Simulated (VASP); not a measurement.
CdWF6, 8 atoms in the cell. The structure is trigonal, space group R-3 (No. 148). The conventional cell has a = 5.985 Å, b = 5.985 Å, c = 17.409 Å, α = 90.00°, β = 90.00°, γ = 120.00°. Within 4.6 Å of Cd (site symmetry -3) lie 18 F at 3.51 to 4.43 Å and 6 W at 4.51 Å. Within 2.5 Å of W (site symmetry -3) lie 6 F at 1.85 Å. F (site symmetry 1) has 1 W at 1.85 Å within 2.5 Å. 

```yaml
Program: VASP 6.6.1
Task: single point
Functional: PBEsol
Potentials_or_basis: VASP PAW PBE potentials, release 64 (Cd, W_sv, F)
Cutoff: 520 eV
k_mesh: 4 × 4 × 4
Occupations: fermi-dirac, width 0.0114 eV
Spin: no spin polarisation
Dipole_correction: no
Further_INCAR_settings: ALGO = Normal; EDIFF = 1e-07; NBANDS = 44
```

Potentials or basis: VASP PAW PBE potentials, release 64 (Cd, W_sv, F).

The run is started by

```bash
$ cat potpaw_PBE.64/Cd/POTCAR potpaw_PBE.64/W_sv/POTCAR potpaw_PBE.64/F/POTCAR > POTCAR
$ mpirun -np 1 vasp_std > vasp.out
```

Hardware: 1 thread of Intel(R) Xeon(R) Platinum 8559C (Emerald Rapids), with other jobs on the host.

Problem. Estimate the wall time of this run.

Solution. Wall time 2.3 min on 1 thread of Intel(R) Xeon(R) Platinum 8559C (Emerald Rapids), with other jobs on the host, peak memory 0.37 GiB. Counts: scf iterations 16, k points 14.
